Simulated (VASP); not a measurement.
Wanted: the native input for a VASP 6.6.1 run.

```
Task                   : single point
Functional             : BLYP
Potentials or basis    : VASP PAW PBE potentials, release 64 (Ru_pv)
Cutoff                 : 520 eV
k mesh                 : 16 × 16 × 16
Occupations            : fermi-dirac, width 0.1 eV
Spin                   : no spin polarisation
Dipole correction      : no
Further INCAR settings : ALGO = Normal; EDIFF = 1e-07; NBANDS = 13
```

The structure of Ru lies in POSCAR:

```
Ru
1.0
    0.0000000000      1.9359458029      1.9359458029
    1.9359458029      0.0000000000      1.9359458029
    1.9359458029      1.9359458029      0.0000000000
Ru
1
Direct
    0.0000000000      0.0000000000      0.0000000000
```

One way to write it, as run:

INCAR

```
AGGAC = 1.0
AGGAX = 1.0
ALDAC = 0.0
ALDAX = 1.0
ALGO = Normal
EDIFF = 1E-7
ENCUT = 520
GGA = B5
ISIF = 2
ISMEAR = -1
LASPH = T
LCHARG = T
LELF = T
LREAL = F
LVHAR = T
LWAVE = F
NBANDS = 13
NELM = 100
PREC = Accurate
SIGMA = 0.1
```

KPOINTS

```
k-points
0
Gamma
  16 16 16
```

Potentials or basis: VASP PAW PBE potentials, release 64 (Ru_pv).

Command:

```console
$ cat potpaw_PBE.64/Ru_pv/POTCAR > POTCAR
$ mpirun -np 1 vasp_std > vasp.out
```

It gave:

```yaml
Pressure: 0.5 GPa
Band_gap_on_the_k_mesh: zero (band 7 reaches 14.12 eV, above the bottom of band 8 at 10.90 eV)
```

Caveat: the PAW data sets were made with another functional, which shifts forces and pressure a little.

Wall time 17 s on 1 thread of Intel(R) Xeon(R) Platinum 8375C CPU @ 2.90GHz (Ice Lake), with other jobs on the host, peak memory 0.14 GiB.
